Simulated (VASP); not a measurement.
Input of a VASP 6.6.1 run:

Contents of INCAR:

```
  PREC = Accurate
  ENCUT = 520
  EDIFF = 1E-7
  ISMEAR = 0
  SIGMA = 0.1
  LREAL = Auto
  LASPH = True
  NELM = 60
  ALGO = Normal
  ISIF = 2
  LWAVE = False
  LCHARG = False
  GGA = PS
  NBANDS = 78
  ISYM = 0
```

File KPOINTS:

```
Automatic mesh
0
Gamma
  2 2 2
  0.5 0.5 0.5
```

POSCAR

```
SrO
1.0
   -5.1396000000      5.1396000000      0.0000000000
   -5.1396000000      0.0000000000      5.1396000000
    0.0000000000      5.1396000000      5.1396000000
Sr O
8 8
Direct
    0.0000000000      0.0000000000      0.0000000000
    0.5000000000      0.0000000000      0.0000000000
    0.0000000000      0.5000000000      0.0000000000
    0.0000000000      0.0000000000      0.5000000000
    0.5000000000      0.5000000000      0.0000000000
    0.5000000000      0.0000000000      0.5000000000
    0.0000000000      0.5000000000      0.5000000000
    0.5000000000      0.5000000000      0.5000000000
    0.7500000000      0.7500000000      0.7500000000
    0.2500000000      0.7500000000      0.7500000000
    0.7500000000      0.2500000000      0.7500000000
    0.7500000000      0.7500000000      0.2500000000
    0.2500000000      0.2500000000      0.7500000000
    0.2500000000      0.7500000000      0.2500000000
    0.7500000000      0.2500000000      0.2500000000
    0.2500000000      0.2500000000      0.2500000000
```

Potentials or basis: VASP PAW PBE potentials, release 64 (Sr_sv, O).

Launch:

```sh
$ cat potpaw_PBE.64/Sr_sv/POTCAR potpaw_PBE.64/O/POTCAR > POTCAR
$ mpirun -np 1 vasp_std > vasp.out
```

Problem. Predict the band gap on the k mesh.

Solution. 3.86 eV.

Problem. Predict the pressure.

Solution. -0.3 GPa.

Caveat: the PAW data sets were made with another functional, which shifts forces and pressure a little; a shifted mesh leaves out Γ, where band edges can lie. A k mesh can miss the band edges.
